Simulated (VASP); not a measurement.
W2N: single point with PBEsol

Crystal: W2N.

```
W N
1.0
     2.94259    0.00000    0.00000
    -1.47129    2.54836    0.00000
     0.00000    0.00000   17.88798
W N
6 3
Direct
  0.00000 0.00000 0.07593
  0.00000 0.00000 0.92407
  0.33333 0.66667 0.26252
  0.66667 0.33333 0.73748
  0.33333 0.66667 0.41761
  0.66667 0.33333 0.58239
  0.00000 0.00000 0.50000
  0.33333 0.66667 0.15068
  0.66667 0.33333 0.84932
```

This cell differs from its parent crystal: strain +0.050 along x and y, +0.025 along z.

```
Program             : VASP 6.6.1
Task                : single point
Functional          : PBEsol
Potentials or basis : VASP PAW PBE potentials, release 64 (W_sv, N)
Cutoff              : 520 eV
k mesh              : 18 × 18 × 4
Occupations         : gaussian, width 0.15 eV
Spin                : no spin polarisation
```

* Pressure: -27.2 GPa
* Largest force: 0.814 eV/Å
* Band gap on the k mesh: zero (an odd number of electrons rules out a gap without spin polarisation)

Forces in eV/Å, atoms in the order of the input:
```
W    0.000  0.000  0.814
W    0.000  0.000 -0.814
W    0.000  0.000 -0.451
W    0.000  0.000  0.451
W    0.000  0.000  0.796
W    0.000  0.000 -0.796
N    0.000  0.000  0.000
N    0.000  0.000 -0.613
N    0.000  0.000  0.613
```

Stress tensor (GPa, compression positive):
```
-27.88   0.00   0.00
  0.00 -27.88   0.00
  0.00   0.00 -25.90
```

Levels at points of the mesh, in eV from the Fermi level:
| k point | band 46 | band 47 | band 48 | band 49 | band 50 | band 51 | band 52 | band 53 | band 54 | band 55 |
| --- | --- | --- | --- | --- | --- | --- | --- | --- | --- | --- |
| (0.00, 0.00, 0.00) | -0.72 | -0.44 | -0.33 | -0.33 | -0.26 | -0.26 | 0.30 | 0.30 | 0.31 | 0.31 |
| (0.50, 0.00, 0.00) | -0.83 | -0.51 | 0.40 | 0.57 | 0.86 | 0.91 | 1.04 | 2.12 | 2.20 | 2.61 |
| (0.00, 0.00, 0.50) | -0.64 | -0.53 | -0.32 | -0.32 | -0.27 | -0.27 | 0.30 | 0.30 | 0.30 | 0.30 |
| (0.50, 0.00, 0.50) | -0.70 | -0.40 | 0.33 | 0.46 | 0.79 | 1.12 | 1.14 | 1.72 | 2.25 | 3.00 |

It took 60 min on 1 thread of Oxide Virtual Turin-like Processor, on a shared host, peak memory 0.79 GiB.

Caveat: the cell differs from its parent crystal (strain +0.050 along x and y, +0.025 along z); the cell stands under tension; the PAW data sets were made with another functional, which shifts forces and pressure a little; spin-orbit coupling is left out, which moves the levels of the heavy elements.
